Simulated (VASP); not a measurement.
# CoSi (P2_13) in VASP: single point with r2SCAN

Aim: the single point of CoSi with r2SCAN.

Everything below comes from runs of VASP 6.6.1. Logs are shortened: lines on timing, memory, paths and dates and some standing lists are left out, and cuts for length are marked.

## (1) The cell of the first run

It takes space group P2_13 (No. 198, cubic). Conventional cell: a = 4.438 Å, b = 4.438 Å, c = 4.438 Å, α = 90.00°, β = 90.00°, γ = 90.00°. Co (site symmetry 3) has 7 Si at 2.31 to 2.44 Å and 6 Co at 2.73 Å within 3.1 Å. Within 3.1 Å of Si (site symmetry 3) lie 7 Co at 2.31 to 2.44 Å and 6 Si at 2.75 Å.

## (2) Single point, r2SCAN

File POSCAR:

```
CoSi
1.0
    4.4380000000      0.0000000000      0.0000000000
    0.0000000000      4.4380000000      0.0000000000
    0.0000000000      0.0000000000      4.4380000000
Co Si
4 4
Direct
    0.1441723870      0.1441723870      0.1441723870
    0.3558276130      0.8558276130      0.6441723870
    0.6441723870      0.3558276130      0.8558276130
    0.8558276130      0.6441723870      0.3558276130
    0.8431274752      0.8431274752      0.8431274752
    0.6568725248      0.1568725248      0.3431274752
    0.3431274752      0.6568725248      0.1568725248
    0.1568725248      0.3431274752      0.6568725248
```

File INCAR.step1:

```
PREC = Accurate
ENCUT = 520
ISMEAR = 0
SIGMA = 0.05
LREAL = F
LASPH = T
NELM = 80
NBANDS = 36
GGA = PE
ALGO = Normal
EDIFF = 1E-4
LWAVE = T
LCHARG = F
```

File INCAR.step2:

```
PREC = Accurate
ENCUT = 520
EDIFF = 1E-6
ISMEAR = 0
SIGMA = 0.05
LREAL = F
LASPH = T
NELM = 80
ALGO = Normal
ISIF = 2
LWAVE = F
LCHARG = T
METAGGA = R2SCAN
LMIXTAU = T
LELF = T
LVHAR = T
NBANDS = 36
ISTART = 1
```

File KPOINTS:

```
Automatic mesh
0
Gamma
  8 8 8
```

Potentials or basis: VASP PAW PBE potentials, release 64 (Co, Si).

Command:

```sh
$ cat potpaw_PBE.64/Co/POTCAR potpaw_PBE.64/Si/POTCAR > POTCAR
$ cp INCAR.step1 INCAR
$ mpirun -np 1 vasp_std > vasp.out
$ cp INCAR.step2 INCAR
$ mpirun -np 1 vasp_std > vasp.out
```

OUTCAR:

```text
PREC = Accurate
   ENCUT = 520
   EDIFF = 1E-6
   ISMEAR = 0
   LREAL = F
   LASPH = T
   NELM = 80
   ISIF = 2
   METAGGA = R2SCAN
   ISTART = 1

 ion  position               nearest neighbor table
   1  0.144  0.144  0.144-   5 2.31   6 2.34   7 2.34   8 2.34   7 2.44   8 2.44   6 2.44   2 2.73
                             2 2.73   4 2.73   3 2.73   4 2.73   3 2.73
   2  0.356  0.856  0.644-   6 2.31   5 2.34   7 2.34   8 2.34   7 2.44   8 2.44   5 2.44   1 2.73
                             1 2.73   3 2.73   4 2.73   4 2.73   3 2.73
   3  0.644  0.356  0.856-   7 2.31   6 2.34   5 2.34   8 2.34   8 2.44   6 2.44   5 2.44   4 2.73
                             4 2.73   1 2.73   2 2.73   2 2.73   1 2.73
   4  0.856  0.644  0.356-   8 2.31   6 2.34   7 2.34   5 2.34   6 2.44   5 2.44   7 2.44   3 2.73
                             3 2.73   1 2.73   1 2.73   2 2.73   2 2.73
   5  0.843  0.843  0.843-   1 2.31   2 2.34   3 2.34   4 2.34   3 2.44   4 2.44   2 2.44   6 2.75
                             7 2.75   8 2.75   6 2.75   8 2.75   7 2.75
   6  0.657  0.157  0.343-   2 2.31   1 2.34   3 2.34   4 2.34   3 2.44   4 2.44   1 2.44   8 2.75
                             5 2.75   5 2.75   7 2.75   7 2.75   8 2.75
   7  0.343  0.657  0.157-   3 2.31   2 2.34   1 2.34   4 2.34   4 2.44   2 2.44   1 2.44   8 2.75
                             5 2.75   8 2.75   6 2.75   6 2.75   5 2.75
   8  0.157  0.343  0.657-   4 2.31   2 2.34   3 2.34   1 2.34   2 2.44   1 2.44   3 2.44   7 2.75
                             5 2.75   7 2.75   5 2.75   6 2.75   6 2.75

  LATTYP: Found a simple cubic cell.
 ALAT       =     4.4380000000

  Lattice vectors:

 A1 = (   4.4380000000,   0.0000000000,   0.0000000000)
 A2 = (   0.0000000000,   4.4380000000,   0.0000000000)
 A3 = (   0.0000000000,   0.0000000000,   4.4380000000)

Analysis of symmetry for initial positions (statically):
=====================================================================
 Subroutine PRICEL returns:
 Original cell was already a primitive cell.

 Routine SETGRP: Setting up the symmetry group for a
 simple cubic supercell.

 Subroutine GETGRP returns: Found 12 space group operations
 (whereof  3 operations were pure point group operations)
 out of a pool of 48 trial point group operations.

The static configuration has the point symmetry C_3 .
 The point group associated with its full space group is T   .

Analysis of symmetry for dynamics (positions and initial velocities):
=====================================================================
 Subroutine PRICEL returns:
 Original cell was already a primitive cell.

 Routine SETGRP: Setting up the symmetry group for a
 simple cubic supercell.

 Subroutine GETGRP returns: Found 12 space group operations
 (whereof  3 operations were pure point group operations)
 out of a pool of 48 trial point group operations.

The dynamic configuration has the point symmetry C_3 .
 The point group associated with its full space group is T   .

 Subroutine INISYM returns: Found 12 space group operations
 (whereof  3 operations are pure point group operations),
 and found     1 'primitive' translations

----------------------------------------------------------------------------------------

                                     Primitive cell

  volume of cell :      87.4102

  direct lattice vectors                    reciprocal lattice vectors
     4.438000000  0.000000000  0.000000000     0.225326724  0.000000000  0.000000000
     0.000000000  4.438000000  0.000000000     0.000000000  0.225326724  0.000000000
     0.000000000  0.000000000  4.438000000     0.000000000  0.000000000  0.225326724

  length of vectors
     4.438000000  4.438000000  4.438000000     0.225326724  0.225326724  0.225326724

  position of ions in fractional coordinates (direct lattice)
     0.144172387  0.144172387  0.144172387
     0.355827613  0.855827613  0.644172387
     0.644172387  0.355827613  0.855827613
     0.855827613  0.644172387  0.355827613
     0.843127475  0.843127475  0.843127475
     0.656872525  0.156872525  0.343127475
     0.343127475  0.656872525  0.156872525
     0.156872525  0.343127475  0.656872525

  ion indices of the primitive-cell ions
   primitive index   ion index
                 1           1
                 2           2
                 3           3
                 4           4
                 5           5
                 6           6
                 7           7
                 8           8

----------------------------------------------------------------------------------------

 KPOINTS: Automatic mesh

Automatic generation of k-mesh.
 Grid dimensions read from file:
 generate k-points for:    8    8    8

 Generating k-lattice:

  Cartesian coordinates                     Fractional coordinates (reciprocal lattice)
     0.028165840  0.000000000  0.000000000     0.125000000  0.000000000  0.000000000
     0.000000000  0.028165840  0.000000000     0.000000000  0.125000000  0.000000000
     0.000000000  0.000000000  0.028165840     0.000000000  0.000000000  0.125000000

  Length of vectors
     0.028165840  0.028165840  0.028165840

  Shift w.r.t. Gamma in fractional coordinates (k-lattice)
     0.000000000  0.000000000  0.000000000

 Subroutine IBZKPT returns following result:
 ===========================================

 Found     45 irreducible k-points:

 Following reciprocal coordinates:
            Coordinates               Weight
  0.000000  0.000000  0.000000      1.000000
  0.125000  0.000000  0.000000      6.000000
  0.250000  0.000000  0.000000      6.000000
  0.375000  0.000000  0.000000      6.000000
  0.500000  0.000000  0.000000      3.000000
  0.125000  0.125000  0.000000     12.000000
[... 16 lines left out ...]
  0.250000  0.125000  0.125000     24.000000
  0.375000  0.125000  0.125000     24.000000
 [... further k-points ...]
   k-points           NKPTS =     45   k-points in BZ     NKDIM =     45   number of bands    NBANDS=     36
   number of dos      NEDOS =    301   number of ions     NIONS =      8
   total plane-waves  NPLWV =  46656
   dimension x,y,z NGX =    36 NGY =   36 NGZ =   36
   dimension x,y,z NGXF=    72 NGYF=   72 NGZF=   72
   ions per type =               4   4
   NGX,Y,Z   is equivalent  to a cutoff of  13.49, 13.49, 13.49 a.u.
   NGXF,Y,Z  is equivalent  to a cutoff of  26.97, 26.97, 26.97 a.u.
 SYSTEM =  unknown system
   PREC   = accura    normal or accurate (medium, high low for compatibility)
   ISTART =      1    job   : 0-new  1-cont  2-samecut
   ICHARG =      0    charge: 1-file 2-atom 10-const
   ISPIN  =      1    spin polarized calculation?
   LNONCOLLINEAR =      F non collinear calculations
   LSORBIT =      F    spin-orbit coupling
   LASPH  =      T    aspherical Exc in radial PAW
   ENCUT  =  520.0 eV  38.22 Ry    6.18 a.u.   8.25  8.25  8.25*2*pi/ulx,y,z
   NELM   =     80;   NELMIN=  2; NELMDL=  0     # of ELM steps
   EDIFF  = 0.1E-05   stopping-criterion for ELM
   LREAL  =      F    real-space projection
   EDIFFG = 0.1E-04   stopping-criterion for IOM
   NSW    =      0    number of steps for IOM
   IBRION =     -1    ionic relax: 0-MD 1-quasi-New 2-CG
   NFREE  =      0    steps in history (QN), initial steepest desc. (CG)
   ISIF   =      2    stress and relaxation
   ISYM   =      2    0-nonsym 1-usesym 2-fastsym
   POTIM  = 0.5000    time-step for ionic-motion
   TEBEG  =    0.0;   TEEND  =   0.0 temperature during run
   PSTRESS=    0.0 pullay stress
   NELECT =      52.0000    total number of electrons
   NUPDOWN=      -1.0000    fix difference up-down
   EMIN   =  10.00;   EMAX   =-10.00  energy-range for DOS
   EFERMI =   0.00;   METHOD = LEGACY
   ISMEAR =     0;   SIGMA  =   0.05  broadening in eV -4-tet -1-fermi 0-gaus
   EFERMI_NEDOS =   21; number of points for ismear=-14 and -15
   IALGO  =     38    algorithm
   IMIX   =      4    mixing-type and parameters
     AMIX     =   0.40;   BMIX     =  1.00
     AMIX_MAG =   1.60;   BMIX_MAG =  1.00
  volume/ion in A,a.u.               =      10.93        73.73
  Fermi-wavevector in a.u.,A,eV,Ry     =   1.376856  2.601881 25.793021  1.895734
  Thomas-Fermi vector in A             =   2.502063
   LORBIT       =      0    0 simple, 1 ext, 2 COOP (PROOUT), +10 PAW based schemes
   METAGGA = R2SCAN    functional components
   LHFCALC =     F    Hartree Fock is set to
   AEXX    =    0.0000 exact exchange contribution
   IVDW    =     0    specifies the selected vdW correction
   LEPSILON=     F    determine dielectric tensor
   LRPA    =     F    only Hartree local field effects (RPA)
 non-spin polarized calculation
 Gauss-broadening in eV      SIGMA  =   0.05
  energy-cutoff  :      520.00
  volume of cell :       87.41
 maximum number of plane-waves:      2375
 NGX is ok and might be reduce to    36
   NGX = 17   NGY = 17   NGZ = 17

 number of electron      52.0000007 magnetization

 Free energy of the ion-electron system (eV)
  ---------------------------------------------------
  ext. energy  EPLUGINS =         0.00000000
  ---------------------------------------------------
  free energy    TOTEN  =       -91.87906903 eV

  energy without entropy =      -91.87717783  energy(sigma->0) =      -91.87812343

 E-fermi :  11.9581     XC(G=0): -13.8761

 val. band max:       11.9466940966   @ k =   0.0000   0.0000   0.0000
 cond. band min:      11.9720001727   @ k =   0.5000   0.5000   0.3750
 fundamental gap:      0.0253060761
 Fermi energy:        11.9580725915

 k-point     1 :       0.0000    0.0000    0.0000
  band No.  band energies     occupation
      1      -2.4287      2.00000
      2       3.3790      2.00000
      3       3.3790      2.00000
      4       3.3790      2.00000
      5       6.1580      2.00000
      6       6.1580      2.00000
[... 28 lines left out ...]
     35      15.6433      0.00000
     36      17.1042      0.00000

 k-point     2 :       0.1250    0.0000    0.0000
  band No.  band energies     occupation
      1      -2.3064      2.00000
      2       2.5336      2.00000
      3       3.4587      2.00000
      4       3.9884      2.00000
      5       5.6994      2.00000
      6       6.2305      2.00000
[... 28 lines left out ...]
     35      16.1470      0.00000
     36      17.5184      0.00000

 k-point     3 :       0.2500    0.0000    0.0000
  band No.  band energies     occupation
      1      -1.9432      2.00000
      2       1.4913      2.00000
      3       3.6920      2.00000
      4       4.4829      2.00000
      5       5.4958      2.00000
      6       6.3918      2.00000
[... 28 lines left out ...]
     35      16.9027      0.00000
     36      17.6264      0.00000

 k-point     4 :       0.3750    0.0000    0.0000
  band No.  band energies     occupation
      1      -1.3503      2.00000
      2       0.4212      2.00000
      3       4.0574      2.00000
      4       4.7756      2.00000
      5       5.4811      2.00000
      6       6.3684      2.00000
[... 28 lines left out ...]
     35      17.0184      0.00000
     36      17.7760      0.00000

 k-point     5 :       0.5000    0.0000    0.0000
  band No.  band energies     occupation
      1      -0.5494      2.00000
      2      -0.5494      2.00000
      3       4.4953      2.00000
      4       4.4953      2.00000
      5       5.9072      2.00000
      6       5.9072      2.00000
[... 655 lines left out ...]
 k-point    22 :       0.1250    0.1250    0.1250
  band No.  band energies     occupation
      1      -2.0636      2.00000
      2       2.2743      2.00000
      3       2.9711      2.00000
      4       4.2265      2.00000
      5       5.7086      2.00000
      6       6.4401      2.00000
[... 28 lines left out ...]
     35      16.9772      0.00000
     36      16.9838      0.00000

 k-point    23 :       0.2500    0.1250    0.1250
  band No.  band energies     occupation
      1      -1.7040      2.00000
      2       1.6021      2.00000
      3       3.0205      2.00000
      4       4.3517      2.00000
      5       5.5810      2.00000
      6       6.2690      2.00000
[... 28 lines left out ...]
     35      16.7042      0.00000
     36      17.3016      0.00000

 k-point    24 :       0.3750    0.1250    0.1250
  band No.  band energies     occupation
      1      -1.1179      2.00000
      2       0.6142      2.00000
      3       3.4090      2.00000
      4       4.4293      2.00000
      5       5.2440      2.00000
      6       6.0426      2.00000
[... 28 lines left out ...]
     35      17.0378      0.00000
     36      17.9221      0.00000

 [... further k-points ...]
[... 5 lines left out ...]
  --------------------------------------------------------------------------------------
  -------------------------------------------------------------------------------------
  Total       -4.5604805     -4.5604805     -4.5604805      0.0000000      0.0000000      0.0000000
  in kB      -83.5909553    -83.5909553    -83.5909553      0.0000000      0.0000000      0.0000000
  external PRESSURE =     -83.5909553 kB  Pullay stress =       0.0000000 kB

 VOLUME and BASIS-vectors are now :
 -----------------------------------------------------------------------------
  energy-cutoff  :      520.00
  volume of cell :       87.41
      direct lattice vectors                 reciprocal lattice vectors
     4.438000000  0.000000000  0.000000000     0.225326724  0.000000000  0.000000000
     0.000000000  4.438000000  0.000000000     0.000000000  0.225326724  0.000000000
     0.000000000  0.000000000  4.438000000     0.000000000  0.000000000  0.225326724

 POSITION                                       TOTAL-FORCE (eV/Angst)
 -----------------------------------------------------------------------------------
      0.63984      0.63984      0.63984         0.004201      0.004201      0.004201
      1.57916      3.79816      2.85884        -0.004201     -0.004201      0.004201
      2.85884      1.57916      3.79816         0.004201     -0.004201     -0.004201
      3.79816      2.85884      1.57916        -0.004201      0.004201     -0.004201
      3.74180      3.74180      3.74180        -0.002855     -0.002855     -0.002855
      2.91520      0.69620      1.52280         0.002855      0.002855     -0.002855
      1.52280      2.91520      0.69620        -0.002855      0.002855      0.002855
      0.69620      1.52280      2.91520         0.002855     -0.002855      0.002855
 -----------------------------------------------------------------------------------
    total drift:                               -0.000000     -0.000000      0.000000

  FREE ENERGIE OF THE ION-ELECTRON SYSTEM (eV)
  ---------------------------------------------------
  free  energy   TOTEN  =       -91.8790690290 eV

  energy  without entropy=      -91.8771778292  energy(sigma->0) =      -91.87812343
```

It took 6.5 min on 1 thread of AMD EPYC 7R13 (Zen 3), shared host; peak memory 0.25 GiB.

What came out:

```yaml
Free_energy: -91.8791 eV
Pressure: -8.4 GPa
Largest_force: 0.007 eV/Å
Band_gap_on_the_k_mesh: zero (band 26 reaches 11.95 eV, above the bottom of band 27 at 11.75 eV)
```

Forces on the atoms (eV/Å):
```
Co   0.004  0.004  0.004
Co  -0.004 -0.004  0.004
Co   0.004 -0.004 -0.004
Co  -0.004  0.004 -0.004
Si  -0.003 -0.003 -0.003
Si   0.003  0.003 -0.003
Si  -0.003  0.003  0.003
Si   0.003 -0.003  0.003
```

Levels at points of the mesh, in eV from the Fermi level:
```csv
k point,band 24,band 25,band 26,band 27,band 28,band 29
"(0.00, 0.00, 0.00)",-0.84,-0.01,-0.01,-0.01,2.67,2.67
"(0.50, 0.00, 0.00)",-0.70,-0.49,-0.49,1.04,1.04,1.57
"(0.50, 0.50, 0.00)",-1.07,-0.04,-0.04,0.63,0.63,2.13
"(0.50, 0.50, 0.50)",-1.28,-0.20,-0.20,-0.20,-0.20,5.81
```

Caveat: the PAW data sets were made with another functional, which shifts forces and pressure a little. Spin polarisation is off, so any magnetic state and its effect on volume and gap are missing.
